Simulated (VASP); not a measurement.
# WS2 (R3m) in VASP: a series of runs, part 2 of 2

VASP 6.6.1. Earlier steps stand in the parts before.

**3. Single point, r2SCAN**

The input, POSCAR:

```
WS2
1.0
    1.5786015499      0.9114060298      6.0393062445
   -1.5786015499      0.9114060298      6.0393062445
    0.0000000000     -1.8228120595      6.0393062445
W S
1 2
Direct
    0.0006554627      0.0006554627      0.0006554627
    0.2472223804      0.2472223804      0.2472223804
    0.4208221569      0.4208221569      0.4208221569
```

The input, INCAR.step1:

```
ALGO = Normal
EDIFF = 1E-4
ENCUT = 520
GGA = PE
ISMEAR = 0
LASPH = T
LCHARG = F
LREAL = F
LWAVE = T
NBANDS = 20
NELM = 100
PREC = Accurate
SIGMA = 0.02
```

The input, INCAR.step2:

```
ALGO = Normal
EDIFF = 1E-6
ENCUT = 520
ISIF = 2
ISMEAR = 0
ISTART = 1
LASPH = T
LCHARG = T
LELF = T
LMIXTAU = T
LREAL = F
LVHAR = T
LWAVE = F
METAGGA = R2SCAN
NBANDS = 20
NELM = 100
PREC = Accurate
SIGMA = 0.02
```

The input, KPOINTS:

```
k-points
0
Gamma
  12 12 12
```

Potentials or basis: VASP PAW PBE potentials, release 64 (W_sv, S).

Launch:

```sh
$ cat potpaw_PBE.64/W_sv/POTCAR potpaw_PBE.64/S/POTCAR > POTCAR
$ cp INCAR.step1 INCAR
$ mpirun -np 1 vasp_std > vasp.out
$ cp INCAR.step2 INCAR
$ mpirun -np 1 vasp_std > vasp.out
```

OUTCAR:

```text
EDIFF = 1E-6
   ENCUT = 520
   ISIF = 2
   ISMEAR = 0
   ISTART = 1
   LASPH = T
   LREAL = F
   METAGGA = R2SCAN
   NELM = 100
   PREC = Accurate

 ion  position               nearest neighbor table
   1  0.001  0.001  0.001-   2 2.41   2 2.41   2 2.41   3 2.41   3 2.41   3 2.41
   2  0.247  0.247  0.247-   1 2.41   1 2.41   1 2.41
   3  0.421  0.421  0.421-   1 2.41   1 2.41   1 2.41

  LATTYP: Found a trigonal (rhomboedric) cell.
 ALAT       =     6.3083962874
 COS(alpha) =     0.8747617154

  Lattice vectors:

 A1 = (   1.5786015499,   0.9114060298,   6.0393062445)
 A2 = (  -1.5786015499,   0.9114060298,   6.0393062445)
 A3 = (   0.0000000000,  -1.8228120595,   6.0393062445)

Analysis of symmetry for initial positions (statically):
=====================================================================
 Subroutine PRICEL returns:
 Original cell was already a primitive cell.

 Routine SETGRP: Setting up the symmetry group for a
 trigonal (rhombohedral) supercell.

 Subroutine GETGRP returns: Found  6 space group operations
 (whereof  6 operations were pure point group operations)
 out of a pool of 12 trial point group operations.

The static configuration has the point symmetry C_3v.

Analysis of symmetry for dynamics (positions and initial velocities):
=====================================================================
 Subroutine PRICEL returns:
 Original cell was already a primitive cell.

 Routine SETGRP: Setting up the symmetry group for a
 trigonal (rhombohedral) supercell.

 Subroutine GETGRP returns: Found  6 space group operations
 (whereof  6 operations were pure point group operations)
 out of a pool of 12 trial point group operations.

The dynamic configuration has the point symmetry C_3v.

 Subroutine INISYM returns: Found  6 space group operations
 (whereof  6 operations are pure point group operations),
 and found     1 'primitive' translations

----------------------------------------------------------------------------------------

                                     Primitive cell

  volume of cell :      52.1342

  direct lattice vectors                    reciprocal lattice vectors
     1.578601550  0.911406030  6.039306244     0.316736038  0.182867637  0.055193978
    -1.578601550  0.911406030  6.039306244    -0.316736038  0.182867637  0.055193978
     0.000000000 -1.822812059  6.039306244     0.000000000 -0.365735273  0.055193978

  length of vectors
     6.308396287  6.308396287  6.308396287     0.369876554  0.369876554  0.369876554

  position of ions in fractional coordinates (direct lattice)
     0.000655463  0.000655463  0.000655463
     0.247222380  0.247222380  0.247222380
     0.420822157  0.420822157  0.420822157

  ion indices of the primitive-cell ions
   primitive index   ion index
                 1           1
                 2           2
                 3           3

----------------------------------------------------------------------------------------

 KPOINTS: k-points

Automatic generation of k-mesh.
 Grid dimensions read from file:
 generate k-points for:   12   12   12

 Generating k-lattice:

  Cartesian coordinates                     Fractional coordinates (reciprocal lattice)
     0.026394670  0.015238970  0.004599498     0.083333333 -0.000000000 -0.000000000
    -0.026394670  0.015238970  0.004599498    -0.000000000  0.083333333 -0.000000000
     0.000000000 -0.030477939  0.004599498     0.000000000  0.000000000  0.083333333

  Length of vectors
     0.030823046  0.030823046  0.030823046

  Shift w.r.t. Gamma in fractional coordinates (k-lattice)
     0.000000000  0.000000000  0.000000000

 Subroutine IBZKPT returns following result:
 ===========================================

 Found    189 irreducible k-points:

 Following reciprocal coordinates:
            Coordinates               Weight
  0.000000  0.000000  0.000000      1.000000
  0.083333  0.000000  0.000000      6.000000
  0.166667 -0.000000  0.000000      6.000000
  0.250000  0.000000 -0.000000      6.000000
  0.333333 -0.000000  0.000000      6.000000
  0.416667 -0.000000  0.000000      6.000000
[... 16 lines left out ...]
  0.500000  0.166667  0.000000     12.000000
 -0.416667  0.166667  0.000000     12.000000
 [... further k-points ...]
   k-points           NKPTS =    189   k-points in BZ     NKDIM =    189   number of bands    NBANDS=     20
   number of dos      NEDOS =    301   number of ions     NIONS =      3
   total plane-waves  NPLWV = 110592
   dimension x,y,z NGX =    48 NGY =   48 NGZ =   48
   dimension x,y,z NGXF=    96 NGYF=   96 NGZF=   96
   ions per type =               1   2
   NGX,Y,Z   is equivalent  to a cutoff of  12.65, 12.65, 12.65 a.u.
   NGXF,Y,Z  is equivalent  to a cutoff of  25.30, 25.30, 25.30 a.u.
 SYSTEM =  unknown system
   PREC   = accura    normal or accurate (medium, high low for compatibility)
   ISTART =      1    job   : 0-new  1-cont  2-samecut
   ICHARG =      0    charge: 1-file 2-atom 10-const
   ISPIN  =      1    spin polarized calculation?
   LNONCOLLINEAR =      F non collinear calculations
   LSORBIT =      F    spin-orbit coupling
   LASPH  =      T    aspherical Exc in radial PAW
   ENCUT  =  520.0 eV  38.22 Ry    6.18 a.u.  11.73 11.73 11.73*2*pi/ulx,y,z
   NELM   =    100;   NELMIN=  2; NELMDL=  0     # of ELM steps
   EDIFF  = 0.1E-05   stopping-criterion for ELM
   LREAL  =      F    real-space projection
   EDIFFG = 0.1E-04   stopping-criterion for IOM
   NSW    =      0    number of steps for IOM
   IBRION =     -1    ionic relax: 0-MD 1-quasi-New 2-CG
   NFREE  =      0    steps in history (QN), initial steepest desc. (CG)
   ISIF   =      2    stress and relaxation
   ISYM   =      2    0-nonsym 1-usesym 2-fastsym
   POTIM  = 0.5000    time-step for ionic-motion
   TEBEG  =    0.0;   TEEND  =   0.0 temperature during run
   PSTRESS=    0.0 pullay stress
   NELECT =      26.0000    total number of electrons
   NUPDOWN=      -1.0000    fix difference up-down
   EMIN   =  10.00;   EMAX   =-10.00  energy-range for DOS
   EFERMI =   0.00;   METHOD = LEGACY
   ISMEAR =     0;   SIGMA  =   0.02  broadening in eV -4-tet -1-fermi 0-gaus
   EFERMI_NEDOS =   21; number of points for ismear=-14 and -15
   IALGO  =     38    algorithm
   IMIX   =      4    mixing-type and parameters
     AMIX     =   0.40;   BMIX     =  1.00
     AMIX_MAG =   1.60;   BMIX_MAG =  1.00
  volume/ion in A,a.u.               =      17.38       117.27
  Fermi-wavevector in a.u.,A,eV,Ry     =   1.298250  2.453337 22.931985  1.685453
  Thomas-Fermi vector in A             =   2.429591
   LORBIT       =      0    0 simple, 1 ext, 2 COOP (PROOUT), +10 PAW based schemes
   METAGGA = R2SCAN    functional components
   LHFCALC =     F    Hartree Fock is set to
   AEXX    =    0.0000 exact exchange contribution
   IVDW    =     0    specifies the selected vdW correction
   LEPSILON=     F    determine dielectric tensor
   LRPA    =     F    only Hartree local field effects (RPA)
 non-spin polarized calculation
 Gauss-broadening in eV      SIGMA  =   0.02
  energy-cutoff  :      520.00
  volume of cell :       52.13
 maximum number of plane-waves:      1421
   NGX = 23   NGY = 23   NGZ = 23

 number of electron      25.9999999 magnetization

 Free energy of the ion-electron system (eV)
  ---------------------------------------------------
  ext. energy  EPLUGINS =         0.00000000
  ---------------------------------------------------
  free energy    TOTEN  =       -70.02811692 eV

  energy without entropy =      -70.02811692  energy(sigma->0) =      -70.02811692

 E-fermi :   8.0664     XC(G=0): -11.8296

 val. band max:        7.7148281347   @ k =   0.5000   0.5000   0.5000
 cond. band min:       8.7527678820   @ k =  -0.1667   0.1667   0.0000
 fundamental gap:      1.0379397473
 Fermi energy:         8.0664139353

 k-point     1 :       0.0000    0.0000    0.0000
  band No.  band energies     occupation
      1     -68.9819      2.00000
      2     -32.5900      2.00000
      3     -32.4033      2.00000
      4     -32.4033      2.00000
      5      -8.7827      2.00000
      6      -6.6444      2.00000
[... 12 lines left out ...]
     19      16.0543      0.00000
[... 513 lines left out ...]
      4     -32.5125      2.00000
      5      -6.2430      2.00000
      6      -5.9832      2.00000
[... 12 lines left out ...]
     19      16.3165      0.00000
     20      16.4701      0.00000

 [... further k-points ...]

------------------------ aborting loop because EDIFF is reached ----------------------------------------

  FORCE on cell =-STRESS in cart. coord.  units (eV):
  Direction    XX          YY          ZZ          XY          YZ          ZX
  --------------------------------------------------------------------------------------
  -------------------------------------------------------------------------------------
  Total        0.9692078      0.9692078      0.4653798      0.0000000      0.0000000      0.0000000
  in kB       29.7854909     29.7854909     14.3019550      0.0000000      0.0000000      0.0000000
  external PRESSURE =      24.6243123 kB  Pullay stress =       0.0000000 kB

 VOLUME and BASIS-vectors are now :
 -----------------------------------------------------------------------------
  energy-cutoff  :      520.00
  volume of cell :       52.13
      direct lattice vectors                 reciprocal lattice vectors
     1.578601550  0.911406030  6.039306244     0.316736038  0.182867637  0.055193978
    -1.578601550  0.911406030  6.039306244    -0.316736038  0.182867637  0.055193978
     0.000000000 -1.822812059  6.039306244     0.000000000 -0.365735273  0.055193978

 POSITION                                       TOTAL-FORCE (eV/Angst)
 -----------------------------------------------------------------------------------
      0.00000      0.00000      0.01188         0.000000     -0.000000     -0.003688
      0.00000      0.00000      4.47915         0.000000      0.000000      0.267141
      0.00000      0.00000      7.62442         0.000000     -0.000000     -0.263452
 -----------------------------------------------------------------------------------
    total drift:                               -0.000000     -0.000000      0.000085

  FREE ENERGIE OF THE ION-ELECTRON SYSTEM (eV)
  ---------------------------------------------------
  free  energy   TOTEN  =       -70.0281169226 eV

  energy  without entropy=      -70.0281169226  energy(sigma->0) =      -70.02811692
```

OUTCAR.step1:

```text
EDIFF = 1E-4
   ENCUT = 520
   GGA = PE
   ISMEAR = 0
[... 778 lines left out ...]
      0.00000      0.00000      0.01188         0.000000      0.000000      0.000132
      0.00000      0.00000      4.47915         0.000000      0.000000      0.014347
      0.00000      0.00000      7.62442         0.000000     -0.000000     -0.014478
 -----------------------------------------------------------------------------------
    total drift:                               -0.000000     -0.000000      0.000173

  FREE ENERGIE OF THE ION-ELECTRON SYSTEM (eV)
  ---------------------------------------------------
  free  energy   TOTEN  =       -23.5882059256 eV

  energy  without entropy=      -23.5882059256  energy(sigma->0) =      -23.58820593
```

OSZICAR.step1:

```text
N       E                     dE             d eps       ncg     rms          rms(c)
DAV:   1     0.198474438704E+03    0.19847E+03   -0.13089E+04  7560   0.130E+03
DAV:   2    -0.145482285419E+02   -0.21302E+03   -0.20576E+03  8712   0.344E+02
DAV:   3    -0.247765264230E+02   -0.10228E+02   -0.10110E+02  9416   0.707E+01
DAV:   4    -0.249249387473E+02   -0.14841E+00   -0.14829E+00  9196   0.918E+00
DAV:   5    -0.249273103321E+02   -0.23716E-02   -0.23715E-02  9388   0.122E+00    0.270E+01
DAV:   6    -0.237721815358E+02    0.11551E+01   -0.61812E+00  8372   0.169E+01    0.112E+01
DAV:   7    -0.236388006778E+02    0.13338E+00   -0.14301E+00  7928   0.676E+00    0.569E+00
DAV:   8    -0.235892789333E+02    0.49522E-01   -0.26926E-01  8780   0.350E+00    0.136E+00
DAV:   9    -0.235885457318E+02    0.73320E-03   -0.11645E-02  9500   0.753E-01    0.580E-01
DAV:  10    -0.235882475717E+02    0.29816E-03   -0.45941E-03  8724   0.468E-01    0.658E-02
DAV:  11    -0.235882059256E+02    0.41646E-04   -0.63952E-04  8484   0.167E-01
   1 F= -.23588206E+02 E0= -.23588206E+02  d E =-.166158E-25
```

Wall time 74 min (1 thread of AMD EPYC 7R13, shared host); peak memory 0.44 GiB.

Results:

```
Free energy            : -70.0281 eV
Pressure               : 2.5 GPa
Largest force          : 0.267 eV/Å
Band gap on the k mesh : 1.04 eV (least direct gap 2.05 eV)
```

Forces on the atoms (eV/Å):
```
W    0.000  0.000 -0.004
S    0.000  0.000  0.267
S    0.000  0.000 -0.263
```

Caveat: the PAW data sets were made with another functional, which shifts forces and pressure a little; spin-orbit coupling is left out, which moves the levels of the heavy elements.
